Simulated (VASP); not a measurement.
# Ti (I4/mmm) in VASP: notebook

Ti is run at these levels: PBE; tasks: single point.

Program: VASP 6.6.1. These are calculated values, not measurements. Logs are shortened: lines on timing, memory, paths and dates and some standing lists are left out, and cuts for length are marked.

## Step 1: The cell of the first run

The structure is tetragonal, space group I4/mmm (No. 139). Conventional cell: a = 3.151 Å, b = 3.151 Å, c = 3.659 Å, α = 90.00°, β = 90.00°, γ = 90.00°. Within 3.8 Å of Ti (site symmetry 4/mmm) lie 14 Ti at 2.88 to 3.66 Å.

## Step 2: Single point, PBE (18.17 Å³/atom)

File INCAR:

```
SYSTEM = Ti
PREC = Accurate ; ENCUT = 520
EDIFF = 1E-6 ; ISMEAR = 0
SIGMA = 0.15 ; LREAL = .False.
LASPH = .True. ; NELM = 60
ALGO = Fast ; ISIF = 2
LWAVE = .False. ; LCHARG = .False.
GGA = PE ; NBANDS = 12
```

File KPOINTS:

```
Automatic mesh
0
Gamma
  22 22 22
  0 0 0
```

File POSCAR:

```
Ti
1.0
   -1.5755737354      1.5755737354      1.8295562215
    1.5755737354     -1.5755737354      1.8295562215
    1.5755737354      1.5755737354     -1.8295562215
Ti
1
Direct
    0.0000000000      0.0000000000      0.0000000000
```

Potentials or basis: VASP PAW PBE potentials, release 64 (Ti_sv).

Launch:

```
$ cat potpaw_PBE.64/Ti_sv/POTCAR > POTCAR
$ mpirun -np 1 vasp_std > vasp.out
```

OUTCAR:

```text
SYSTEM = Ti
   PREC = Accurate
   ENCUT = 520
   EDIFF = 1E-6
   ISMEAR = 0
   LREAL = .False.
   LASPH = .True.
   NELM = 60
   ISIF = 2
   GGA = PE

 ion  position               nearest neighbor table
   1  0.000  0.000  0.000-

  LATTYP: Found a body centered tetragonal cell.
 ALAT       =     3.1511474708
 C/A-ratio  =     1.1612000000

  Lattice vectors:

 A1 = (  -1.5755737354,   1.5755737354,   1.8295562215)
 A2 = (   1.5755737354,  -1.5755737354,   1.8295562215)
 A3 = (   1.5755737354,   1.5755737354,  -1.8295562215)

Analysis of symmetry for initial positions (statically):
=====================================================================
 Subroutine PRICEL returns:
 Original cell was already a primitive cell.

 Routine SETGRP: Setting up the symmetry group for a
 body centered tetragonal supercell.

 Subroutine GETGRP returns: Found 16 space group operations
 (whereof 16 operations were pure point group operations)
 out of a pool of 16 trial point group operations.

The static configuration has the point symmetry D_4h.

Analysis of symmetry for dynamics (positions and initial velocities):
=====================================================================
 Subroutine PRICEL returns:
 Original cell was already a primitive cell.

 Routine SETGRP: Setting up the symmetry group for a
 body centered tetragonal supercell.

 Subroutine GETGRP returns: Found 16 space group operations
 (whereof 16 operations were pure point group operations)
 out of a pool of 16 trial point group operations.

The dynamic configuration has the point symmetry D_4h.

 Subroutine INISYM returns: Found 16 space group operations
 (whereof 16 operations are pure point group operations),
 and found     1 'primitive' translations

----------------------------------------------------------------------------------------

                                     Primitive cell

  volume of cell :      18.1670

  direct lattice vectors                    reciprocal lattice vectors
    -1.575573735  1.575573735  1.829556222     0.000000000  0.317344716  0.273290317
     1.575573735 -1.575573735  1.829556222     0.317344716  0.000000000  0.273290317
     1.575573735  1.575573735 -1.829556222     0.317344716  0.317344716  0.000000000

  length of vectors
     2.883078417  2.883078417  2.883078417     0.418802180  0.418802180  0.448793202

  position of ions in fractional coordinates (direct lattice)
     0.000000000  0.000000000  0.000000000

  ion indices of the primitive-cell ions
   primitive index   ion index
                 1           1

----------------------------------------------------------------------------------------

 KPOINTS: Automatic mesh

Automatic generation of k-mesh.
 Grid dimensions read from file:
 generate k-points for:   22   22   22

 Generating k-lattice:

  Cartesian coordinates                     Fractional coordinates (reciprocal lattice)
     0.000000000  0.014424760  0.012422287     0.045454545  0.000000000  0.000000000
     0.014424760  0.000000000  0.012422287     0.000000000  0.045454545  0.000000000
     0.014424760  0.014424760  0.000000000     0.000000000  0.000000000  0.045454545

  Length of vectors
     0.019036463  0.019036463  0.020399691

  Shift w.r.t. Gamma in fractional coordinates (k-lattice)
     0.000000000  0.000000000  0.000000000

 Subroutine IBZKPT returns following result:
 ===========================================

 Found    834 irreducible k-points:

 Following reciprocal coordinates:
            Coordinates               Weight
  0.000000  0.000000  0.000000      1.000000
  0.045455  0.000000 -0.000000      8.000000
  0.090909  0.000000 -0.000000      8.000000
  0.136364 -0.000000  0.000000      8.000000
  0.181818  0.000000 -0.000000      8.000000
  0.227273  0.000000 -0.000000      8.000000
[... 16 lines left out ...]
  0.500000  0.045455  0.000000     16.000000
 -0.454545  0.045455  0.000000     16.000000
 [... further k-points ...]
   k-points           NKPTS =    834   k-points in BZ     NKDIM =    834   number of bands    NBANDS=     12
   number of dos      NEDOS =    301   number of ions     NIONS =      1
   total plane-waves  NPLWV =  13824
   dimension x,y,z NGX =    24 NGY =   24 NGZ =   24
   dimension x,y,z NGXF=    48 NGYF=   48 NGZF=   48
   ions per type =               1
   NGX,Y,Z   is equivalent  to a cutoff of  13.84, 13.84, 13.84 a.u.
   NGXF,Y,Z  is equivalent  to a cutoff of  27.68, 27.68, 27.68 a.u.
 SYSTEM =  Ti
   PREC   = accura    normal or accurate (medium, high low for compatibility)
   ISTART =      0    job   : 0-new  1-cont  2-samecut
   ICHARG =      2    charge: 1-file 2-atom 10-const
   ISPIN  =      1    spin polarized calculation?
   LNONCOLLINEAR =      F non collinear calculations
   LSORBIT =      F    spin-orbit coupling
   LASPH  =      T    aspherical Exc in radial PAW
   ENCUT  =  520.0 eV  38.22 Ry    6.18 a.u.   5.36  5.36  5.36*2*pi/ulx,y,z
   NELM   =     60;   NELMIN=  2; NELMDL= -5     # of ELM steps
   EDIFF  = 0.1E-05   stopping-criterion for ELM
   LREAL  =      F    real-space projection
   EDIFFG = 0.1E-04   stopping-criterion for IOM
   NSW    =      0    number of steps for IOM
   IBRION =     -1    ionic relax: 0-MD 1-quasi-New 2-CG
   NFREE  =      0    steps in history (QN), initial steepest desc. (CG)
   ISIF   =      2    stress and relaxation
   ISYM   =      2    0-nonsym 1-usesym 2-fastsym
   POTIM  = 0.5000    time-step for ionic-motion
   TEBEG  =    0.0;   TEEND  =   0.0 temperature during run
   PSTRESS=    0.0 pullay stress
   NELECT =      12.0000    total number of electrons
   NUPDOWN=      -1.0000    fix difference up-down
   EMIN   =  10.00;   EMAX   =-10.00  energy-range for DOS
   EFERMI =   0.00;   METHOD = LEGACY
   ISMEAR =     0;   SIGMA  =   0.15  broadening in eV -4-tet -1-fermi 0-gaus
   EFERMI_NEDOS =   21; number of points for ismear=-14 and -15
   IALGO  =     68    algorithm
   IMIX   =      4    mixing-type and parameters
     AMIX     =   0.40;   BMIX     =  1.00
     AMIX_MAG =   1.60;   BMIX_MAG =  1.00
  volume/ion in A,a.u.               =      18.17       122.60
  Fermi-wavevector in a.u.,A,eV,Ry     =   1.425742  2.694261 27.657097  2.032739
  Thomas-Fermi vector in A             =   2.546093
   LORBIT       =      0    0 simple, 1 ext, 2 COOP (PROOUT), +10 PAW based schemes
   GGA     = PE    functional components
   LHFCALC =     F    Hartree Fock is set to
   AEXX    =    0.0000 exact exchange contribution
   IVDW    =     0    specifies the selected vdW correction
   LEPSILON=     F    determine dielectric tensor
   LRPA    =     F    only Hartree local field effects (RPA)
 non-spin polarized calculation
 RMM-DIIS sequential band-by-band and
 Gauss-broadening in eV      SIGMA  =   0.15
  energy-cutoff  :      520.00
  volume of cell :       18.17
 maximum number of plane-waves:       507
 NGX is ok and might be reduce to    24
   NGX = 11   NGY = 11   NGZ = 11

 number of electron      11.9999999 magnetization

 Free energy of the ion-electron system (eV)
  ---------------------------------------------------
  ext. energy  EPLUGINS =         0.00000000
  ---------------------------------------------------
  free energy    TOTEN  =        -7.74088513 eV

  energy without entropy =       -7.71310770  energy(sigma->0) =       -7.72699642

 E-fermi :   7.6810     XC(G=0): -11.2874

 val. band max:        7.6784803941   @ k =  -0.2727   0.1364  -0.0000
 cond. band min:       7.6813709452   @ k =   0.3636   0.1364   0.0909
 fundamental gap:      0.0028905511
 Fermi energy:         7.6810184461

 k-point     1 :       0.0000    0.0000    0.0000
  band No.  band energies     occupation
      1     -49.0277      2.00000
      2     -24.9359      2.00000
      3     -24.9359      2.00000
      4     -24.9237      2.00000
      5       1.7727      2.00000
      6       8.3703      0.00000
      7       8.3703      0.00000
      8       9.2436      0.00000
      9       9.5610      0.00000
     10      10.5404      0.00000
     11      23.3742      0.00000
     12      25.6348      0.00000

 k-point     2 :       0.0455    0.0000   -0.0000
  band No.  band energies     occupation
      1     -49.0256      2.00000
      2     -24.9450      2.00000
      3     -24.9389      2.00000
      4     -24.9270      2.00000
      5       1.8382      2.00000
      6       8.3635      0.00000
      7       8.3883      0.00000
      8       9.2434      0.00000
      9       9.5455      0.00000
     10      10.5217      0.00000
     11      23.3929      0.00000
     12      25.4452      0.00000

 k-point     3 :       0.0909    0.0000   -0.0000
  band No.  band energies     occupation
      1     -49.0194      2.00000
      2     -24.9790      2.00000
      3     -24.9478      2.00000
      4     -24.9291      2.00000
      5       2.0320      2.00000
      6       8.3348      0.00000
      7       8.4255      0.00000
      8       9.2610      0.00000
      9       9.5101      0.00000
     10      10.4722      0.00000
     11      23.3872      0.00000
     12      24.9071      0.00000
[... 286 lines left out ...]
 k-point    23 :       0.5000    0.0455    0.0000
  band No.  band energies     occupation
      1     -48.9225      2.00000
      2     -25.5078      2.00000
      3     -25.0868      2.00000
      4     -24.9430      2.00000
      5       5.3097      2.00000
      6       7.7193      0.71822
      7       8.2920      0.00000
      8       9.4722      0.00000
      9      10.7610      0.00000
     10      11.5342      0.00000
     11      15.6411      0.00000
     12      21.3502      0.00000

 k-point    24 :      -0.4545    0.0455    0.0000
  band No.  band energies     occupation
      1     -48.9264      2.00000
      2     -25.4871      2.00000
      3     -25.0805      2.00000
      4     -24.9435      2.00000
      5       5.2236      2.00000
      6       7.7531      0.49659
      7       8.1203      0.00003
      8       9.4899      0.00000
      9      10.7333      0.00000
     10      11.3799      0.00000
     11      16.0742      0.00000
     12      21.4952      0.00000

 [... further k-points ...]

------------------------ aborting loop because EDIFF is reached ----------------------------------------

  FORCE on cell =-STRESS in cart. coord.  units (eV):
  Direction    XX          YY          ZZ          XY          YZ          ZX
  --------------------------------------------------------------------------------------
  -------------------------------------------------------------------------------------
  Total       -0.6589877     -0.6589877     -0.3101344      0.0000000      0.0000000      0.0000000
  in kB      -58.1171958    -58.1171958    -27.3512558      0.0000000      0.0000000      0.0000000
  external PRESSURE =     -47.8618824 kB  Pullay stress =       0.0000000 kB

 VOLUME and BASIS-vectors are now :
 -----------------------------------------------------------------------------
  energy-cutoff  :      520.00
  volume of cell :       18.17
      direct lattice vectors                 reciprocal lattice vectors
    -1.575573735  1.575573735  1.829556222     0.000000000  0.317344716  0.273290317
     1.575573735 -1.575573735  1.829556222     0.317344716  0.000000000  0.273290317
     1.575573735  1.575573735 -1.829556222     0.317344716  0.317344716  0.000000000

 POSITION                                       TOTAL-FORCE (eV/Angst)
 -----------------------------------------------------------------------------------
      0.00000      0.00000      0.00000         0.000000      0.000000      0.000000
 -----------------------------------------------------------------------------------
    total drift:                                0.000000      0.000000     -0.000000

  FREE ENERGIE OF THE ION-ELECTRON SYSTEM (eV)
  ---------------------------------------------------
  free  energy   TOTEN  =        -7.7408851343 eV

  energy  without entropy=       -7.7131077001  energy(sigma->0) =       -7.72699642
```

It took 2 min on 1 thread of Intel Xeon Platinum 8559C (Emerald Rapids), shared host; peak memory 0.28 GiB.

What came out:

- Free energy: -7.7409 eV
- Pressure: -4.8 GPa
- Band gap on the k mesh: zero (bands 6 and 7 overlap by 1.50 eV)

Stress tensor (GPa, compression positive):
```
-5.81  0.00  0.00
 0.00 -5.81  0.00
 0.00  0.00 -2.74
```

Caveat: the cell stands under tension.

## Step 3: Single point, PBE (18.17 Å³/atom)

File INCAR:

```
SYSTEM = Ti
PREC = Accurate
ENCUT = 520
EDIFF = 1E-7
ISMEAR = 0
SIGMA = 0.15
LREAL = .False.
LASPH = .True.
NELM = 80
ALGO = Fast
ISIF = 2
LWAVE = .False.
LCHARG = .True.
GGA = PE
LELF = .True.
LVHAR = .True.
NBANDS = 12
```

KPOINTS is that of step 2.

File POSCAR:

```
Ti
1.0
   -1.4261404959      1.4261404959      2.2330507885
    1.4261404959     -1.4261404959      2.2330507885
    1.4261404959      1.4261404959     -2.2330507885
Ti
1
Direct
    0.0000000000      0.0000000000      0.0000000000
```

Potentials or basis: VASP PAW PBE potentials, release 64 (Ti_sv).

Launch:

```
$ cat potpaw_PBE.64/Ti_sv/POTCAR > POTCAR
$ mpirun -np 1 vasp_std > vasp.out
```

It took 2.5 min on 1 thread of Intel Xeon Platinum 8559C (Emerald Rapids), shared host; peak memory 0.29 GiB.

It converged, with:

| Property | Result |
| --- | --- |
| Free energy | -7.7631 eV |
| Pressure | -4.7 GPa |
| Band gap on the k mesh | zero (bands 6 and 7 overlap by 1.19 eV) |

Stress tensor (GPa, compression positive):
```
-3.57  0.00  0.00
 0.00 -3.57  0.00
 0.00  0.00 -6.81
```

Levels at points of the mesh, in eV from the Fermi level:
```csv
k point,band 4,band 5,band 6,band 7,band 8,band 9
"(0.00, 0.00, 0.00)",-32.66,-5.95,0.37,1.18,1.18,1.89
"(0.50, 0.00, 0.00)",-32.69,-2.45,0.39,0.60,1.19,3.26
"(0.50, 0.50, 0.00)",-32.84,-2.36,-1.56,3.31,3.32,3.33
"(0.50, 0.50, 0.50)",-32.80,-2.45,-1.45,1.57,3.46,3.62
```

Caveat: the cell stands under tension.

## Step 4: Single point, PBE (18.17 Å³/atom)

File INCAR:

```
SYSTEM = Ti
PREC     = Accurate       ! precision mode
ENCUT    = 520            ! plane-wave cutoff, eV
EDIFF    = 1E-6           ! SCF threshold, eV
ISMEAR   = 0              ! smearing method
SIGMA    = 0.15           ! smearing width, eV
LREAL    = .False.        ! projectors in reciprocal space
LASPH    = .True.         ! aspherical terms in the spheres
NELM     = 100            ! most SCF steps
ALGO     = Fast           ! electronic algorithm
ISIF     = 2              ! what is computed and relaxed
LWAVE    = .False.        ! write WAVECAR
LCHARG   = .False.        ! write CHGCAR
GGA      = PE             ! functional
NBANDS   = 12             ! bands
```

KPOINTS is that of step 3.

File POSCAR:

```
Ti
1.0
   -1.7406297469      1.7406297469      1.4990303381
    1.7406297469     -1.7406297469      1.4990303381
    1.7406297469      1.7406297469     -1.4990303381
Ti
1
Direct
    0.0000000000      0.0000000000      0.0000000000
```

Launch:

```
$ cat potpaw_PBE.64/Ti_sv/POTCAR > POTCAR
$ mpirun -np 1 vasp_std > vasp.out
```

It took 2.1 min on 1 thread of Intel Xeon Platinum 8559C (Emerald Rapids), shared host; peak memory 0.29 GiB.

It converged, with:

```yaml
Free_energy: -7.7355 eV
Pressure: -5.1 GPa
Band_gap_on_the_k_mesh: zero (bands 6 and 7 overlap by 1.38 eV)
```

Stress tensor (GPa, compression positive):
```
-5.30  0.00  0.00
 0.00 -5.30  0.00
 0.00  0.00 -4.77
```

Levels at points of the mesh, in eV from the Fermi level:
```
           k point  band 3  band 4  band 5  band 6  band 7  band 8  band 9  band 10
(0.00, 0.00, 0.00)  -32.57  -32.55   -5.89    0.27    1.38    1.38    1.79     3.05
(0.50, 0.00, 0.00)  -32.76  -32.62   -2.35   -0.74    1.40    2.47    3.47     3.92
(0.50, 0.50, 0.00)  -32.68  -32.54   -2.43    0.37    0.53    1.70    2.56     3.88
(0.50, 0.50, 0.50)  -33.01  -32.83   -2.15   -1.84    3.61    3.61    3.82     6.65
```

Caveat: the cell stands under tension.

## Step 5: Single point, PBE (18.17 Å³/atom)

File INCAR:

```
PREC = Accurate ; ENCUT = 520
EDIFF = 1E-6 ; ISMEAR = 0
SIGMA = 0.15 ; LREAL = F
LASPH = T ; NELM = 100
ALGO = Fast ; ISIF = 2
LWAVE = F ; LCHARG = F
GGA = PE ; NBANDS = 12
```

File KPOINTS:

```
Automatic mesh
0
Gamma
  22 22 22
```

File POSCAR:

```
Ti
1.0
   -1.4989995196      1.4989995196      2.0212509523
    1.4989995196     -1.4989995196      2.0212509523
    1.4989995196      1.4989995196     -2.0212509523
Ti
1
Direct
    0.0000000000      0.0000000000      0.0000000000
```

Launch:

```
$ cat potpaw_PBE.64/Ti_sv/POTCAR > POTCAR
$ mpirun -np 1 vasp_std > vasp.out
```

It took 1.9 min on 1 thread of Intel Xeon Platinum 8559C (Emerald Rapids), shared host; peak memory 0.29 GiB.

It converged, with:

| Item | Value |
| --- | --- |
| Free energy | -7.7731 eV |
| Pressure | -4.4 GPa |
| Band gap on the k mesh | zero (bands 6 and 7 overlap by 1.32 eV) |

Stress tensor (GPa, compression positive):
```
-4.94  0.00  0.00
 0.00 -4.94  0.00
 0.00  0.00 -3.37
```

Levels at points of the mesh, in eV from the Fermi level:
```tsv
k point	band 3	band 4	band 5	band 6	band 7	band 8	band 9	band 10
(0.00, 0.00, 0.00)	-32.69	-32.69	-5.98	0.75	0.75	1.09	2.18	2.56
(0.50, 0.00, 0.00)	-32.79	-32.74	-2.48	0.55	0.55	0.95	3.29	3.47
(0.50, 0.50, 0.00)	-32.90	-32.86	-2.43	-1.54	2.38	3.37	3.50	3.75
(0.50, 0.50, 0.50)	-32.93	-32.93	-2.38	-1.65	3.24	3.37	3.65	3.65
```

Caveat: the cell stands under tension.

## Step 6: Summary

```tsv
cell	further INCAR settings	gap on the mesh (eV)	pressure (GPa)
a = 2.883 Å, angles 113.7, 113.7, 101.2°, 1 atom	ALGO = Fast; EDIFF = 1e-06; NBANDS = 12	none	-4.8
a = 3.009 Å, angles 123.4, 123.4, 84.2°, 1 atom	ALGO = Fast; EDIFF = 1e-07; NBANDS = 12	none	-4.7
a = 2.882 Å, angles 105.7, 105.7, 117.3°, 1 atom	ALGO = Fast; EDIFF = 1e-06; NBANDS = 12	none	-5.1
a = 2.929 Å, angles 118.4, 118.4, 92.7°, 1 atom	ALGO = Fast; EDIFF = 1e-06; NBANDS = 12	none	-4.4
```

Alike in all rows: task single point; level PBE; potentials or basis VASP PAW PBE potentials, release 64 (Ti_sv); no spin polarisation; k mesh 22 × 22 × 22; cutoff (eV) 520; smearing gaussian 0.15 eV.

Caveats: the cell stands under tension.

Absolute energies hang on the potentials; compare differences alone.
